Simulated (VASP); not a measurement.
A run of VASP 6.6.1 is set up as follows.

File INCAR:

```
ALGO = Normal
EDIFF = 1E-7
ENCUT = 520
ISIF = 2
ISMEAR = 0
LASPH = True
LCHARG = True
LELF = True
LREAL = False
LVHAR = True
LWAVE = False
NBANDS = 26
NELM = 100
PREC = Accurate
SIGMA = 0.01
```

The input KPOINTS:

```
k-points
0
Gamma
  9 9 6
```

The input POSCAR:

```
ZnO
1.0
    3.2494000000      0.0000000000      0.0000000000
   -1.6247000000      2.8140629471      0.0000000000
    0.0000000000      0.0000000000      5.2038000000
Zn O
2 2
Direct
    0.3333333333      0.6666666667      0.0000000000
    0.6666666667      0.3333333333      0.5000000000
    0.3333333333      0.6666666667      0.3821000000
    0.6666666667      0.3333333333      0.8821000000
```

Potentials or basis: VASP PAW LDA potentials, release 64 (Zn, O).

Command:

```sh
$ cat potpaw_LDA.64/Zn/POTCAR potpaw_LDA.64/O/POTCAR > POTCAR
$ mpirun -np 1 vasp_std > vasp.out
```

(1) Estimate the pressure.

(2) Predict the largest force.

(3) What does it give for the band gap on the k mesh?

Answers

(1) -6.0 GPa.

(2) 0.041 eV/Å.

(3) 0.74 eV, direct.
